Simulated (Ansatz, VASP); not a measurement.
Ge: VASP beside Ansatz

```
Ge
1.0
     3.99697    0.00000    0.00000
    -1.99848    3.46148    0.00000
     0.00000    0.00000    6.59637
Ge
4
Cartesian
  1.9985 1.1538 1.0150
  0.0000 2.3077 3.7132
  1.9985 1.1538 2.8832
  0.0000 2.3077 6.1814
```

Alike in both runs: task single point; functional PBEsol; k mesh 12 × 12 × 8; occupations gaussian, width 0.15 eV; no spin polarisation.

```csv
,VASP,Ansatz
version,VASP 6.6.1,Ansatz 0.2.0
potentials or method,"VASP PAW PBE potentials, release 64 (Ge_d), cutoff 520 eV","scalar-relativistic, plane waves, PAW"
valence electrons in the cell,56,56
```

|  | VASP | Ansatz | Ansatz less VASP |
| --- | --- | --- | --- |
| gap on the k mesh at the Fermi level (eV) | none | none | - |
| pressure (GPa) | 13.1 | 12.1 | -0.98 |
| traceless stress, the component that is largest in VASP (GPa) | 32.24 | 30.11 | -2.131 |
| rms of the force components (eV/Å) | 6.454 | 6.061 | -0.3928 |

VASP's potentials were made for PBE, not for PBEsol. Atom by atom the forces differ by 0.397 eV/Å (rms over components). A gap of «none» marks a metal or a gap that the smearing closes. With one functional, cell and mesh, what is left measures potentials, basis and numerics.
